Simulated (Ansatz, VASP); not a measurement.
## Sc in VASP and in Ansatz

File INCAR:

```
SYSTEM = Sc
PREC = Accurate ; ENCUT = 520
EDIFF = 1E-7 ; ISMEAR = -1
SIGMA = 0.05 ; LREAL = .False.
LASPH = .True. ; NELM = 60
ALGO = Normal ; ISIF = 2
LWAVE = .False. ; LCHARG = .False.
NBANDS = 18
```

The input KPOINTS:

```
regular mesh
0
Gamma
  8 8 8
  0 0 0
```

POSCAR

```
Sc
1.0
    0.0000000000      3.1385914680      3.1385914680
    3.1385914680      0.0000000000      3.1385914680
    3.1385914680      3.1385914680      0.0000000000
Sc
2
Direct
   -0.2150000000     -0.0950000000     -0.0950000000
    0.2150000000      0.0950000000      0.0950000000
```

Input for Ansatz:

```yaml
crystal:
  lattice:
    - [0.0, 3.138591468, 3.138591468]
    - [3.138591468, 0.0, 3.138591468]
    - [3.138591468, 3.138591468, 0.0]
  atoms:
    - { symbol: Sc, position: [-0.215, -0.095, -0.095] }
    - { symbol: Sc, position: [0.215, 0.095, 0.095] }
kpoints:
  mp_grid: { grid: [8, 8, 8] }
scf:
  occupations: { method: fermi_dirac, width: 0.05 }
hamiltonian:
  xc: lda
  pseudopotentials: { kind: all_electron, lapw: { basis_error: 0.001 } }
output:
  forces: true
  stress: true
  eigenvalues: true
  populations: true
```

Change from the starting cell: shortest bond scaled by 0.76, LAPW.

Alike in both runs: task single point; functional LDA; k mesh 8 × 8 × 8; occupations fermi-dirac, width 0.05 eV; no spin polarisation.

|  | VASP | Ansatz |
| --- | --- | --- |
| version | VASP 6.6.1 | Ansatz 0.2.0 |
| potentials or method | VASP PAW LDA potentials, release 64 (Sc_sv), cutoff 520 eV | all-electron LAPW, scalar-relativistic |

|  | VASP | Ansatz | Ansatz less VASP |
| --- | --- | --- | --- |
| pressure (GPa) | -0.5 | -1.0 | -0.49 |
| traceless stress, the component that is largest in VASP (GPa) | -7.90 | -7.29 | +0.605 |
| rms of the force components (eV/Å) | 1.455 | 1.254 | -0.2007 |

LDA's correlation is that of Perdew and Zunger in VASP and of Perdew and Wang (1992) in Ansatz. Atom by atom the forces differ by 0.201 eV/Å (rms over components). Ansatz ran all-electron here, and VASP with PAW potentials.
